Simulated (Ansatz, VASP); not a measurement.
## Ca in VASP and in Ansatz

The input INCAR:

```
SYSTEM = Ca
PREC     = Accurate       ! precision mode
ENCUT    = 520            ! plane-wave cutoff, eV
EDIFF    = 1E-6           ! SCF threshold, eV
ISMEAR   = -1             ! smearing method
SIGMA    = 0.08           ! smearing width, eV
LREAL    = .False.        ! projectors in reciprocal space
LASPH    = .True.         ! aspherical terms in the spheres
NELM     = 100            ! most SCF steps
ALGO     = Normal         ! electronic algorithm
ISIF     = 2              ! what is computed and relaxed
LWAVE    = .False.        ! write WAVECAR
LCHARG   = .True.         ! write CHGCAR
GGA      = PS             ! functional
LELF     = .True.         ! ELF
LVHAR    = .True.       
NBANDS   = 11             ! bands
```

File KPOINTS:

```
regular mesh
0
Gamma
  11 11 11
  0 0 0
```

The input POSCAR:

```
Ca
1.0
    3.2139225785      0.0000000000      0.0000000000
    0.0000000000      3.2139225785      0.0000000000
    0.0000000000      0.0000000000      3.2139225785
Ca
1
Direct
    0.0000000000      0.0000000000      0.0000000000
```

Input for Ansatz:

```yaml
crystal:
  lattice:
    - [3.2139225785, 0.0, 0.0]
    - [0.0, 3.2139225785, 0.0]
    - [0.0, 0.0, 3.2139225785]
  atoms:
    - { symbol: Ca, position: [0.0, 0.0, 0.0] }
kpoints:
  mp_grid: { grid: [11, 11, 11] }
scf:
  occupations: { method: fermi_dirac, width: 0.08 }
hamiltonian:
  xc: pbesol
  pseudopotentials: { kind: all_electron, lapw: { basis_error: 0.001 } }
output:
  forces: true
  stress: true
  eigenvalues: true
  populations: true
```

Change from the starting cell: volume scaled by 0.8, LAPW.

Alike in both runs: task single point; functional PBEsol; k mesh 11 × 11 × 11; occupations fermi-dirac, width 0.08 eV; no spin polarisation.

```csv
,VASP,Ansatz
version,VASP 6.6.1,Ansatz 0.2.0
potentials or method,"VASP PAW PBE potentials, release 64 (Ca_sv), cutoff 520 eV","all-electron LAPW, scalar-relativistic"
```

|  | VASP | Ansatz | Ansatz less VASP |
| --- | --- | --- | --- |
| pressure (GPa) | 3.6 | 3.6 | 0.00 |

VASP's potentials were made for PBE, not for PBEsol. Ansatz ran all-electron here, and VASP with PAW potentials.
